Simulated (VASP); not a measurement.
Crystal: Ga2Cl3.

```xyz
5
Lattice="4.3425 0.0000 0.0000 -2.1713 3.7607 0.0000 0.0000 0.0000 6.7563" Properties=species:S:1:pos:R:3 pbc="T T T"
Ga    0.0000    2.5072    1.6553
Ga    2.1713    1.2536    5.1010
Cl    0.0000    0.0000    0.0000
Cl    0.0000    2.5072    4.3578
Cl    2.1713    1.2536    2.3985
```

* Program: VASP 6.6.1
* Task: relaxation of cell and atoms
* Functional: PBE
* Potentials or basis: VASP PAW PBE potentials, release 64 (Ga_d, Cl)
* Cutoff: 600 eV
* k mesh: 6 × 6 × 4
* Occupations: gaussian, width 0.1 eV
* Spin: no spin polarisation

At the start: pressure 5.6 GPa; volume 22.07 Å³/atom.

Task: How do energy, volume and symmetry change on relaxing?

Result: Over 22 steps the energy falls by 117.4 meV/atom and the volume is 28.69 Å³/atom (+30.0 %); space group P-3m1 (No. 164, to 0.1 Å) before and after.

The path:
```
step  energy change (eV)  largest force (eV/Å)  pressure (GPa)  volume (Å³)
   1              0.0000                0.7495            5.59       110.34
   2             -0.2785                0.3125            0.73       123.11
   3             -0.2907                0.2123           -0.29       127.08
   4             -0.2907                0.2208           -0.21       126.73
   5             -0.3045                0.2143           -0.17       126.43
   6             -0.3428                0.2083            0.05       125.50
   7             -0.3982                0.2231            0.81       123.54
   8             -0.3642                0.5039            3.55       119.21
   9             -0.4133                0.2361            1.61       122.06
  10             -0.4228                0.2267            1.52       122.58
  11             -0.4490                0.2116            1.26       124.13
  12             -0.4915                0.1934            0.84       127.19
  13             -0.5385                0.0938            0.19       133.17
  14             -0.4611                0.6422           -0.56       144.55
  15             -0.5354                0.2049            0.01       135.71
  16             -0.5469                0.1896            0.03       136.51
  17             -0.5721                0.1426            0.14       138.76
  18             -0.5791                0.0357            0.39       142.50
  19             -0.5835                0.0718            0.30       141.22
  20             -0.5856                0.0729           -0.20       144.09
  21             -0.5859                0.0728           -0.06       143.31
  22             -0.5869                0.0272           -0.01       143.43
```

Final structure:
```
Ga Cl
1.0
     4.14827    0.00000    0.00000
    -2.07414    3.59251    0.00000
     0.00000    0.00000    9.62441
Ga Cl
2 3
Direct
  0.33333 0.66667 0.17507
  0.66667 0.33333 0.82493
  0.00000 0.00000 0.00000
  0.33333 0.66667 0.69789
  0.66667 0.33333 0.30211
```

Caveat: the volume moved by over 15 % at a fixed basis, so the end points are rough; this functional lacks dispersion, which binds layers or chains, so the pressure and a relaxed spacing across them are unreliable; an odd number of electrons without spin polarisation forces a metal; a magnetic or distorted state may lie lower.
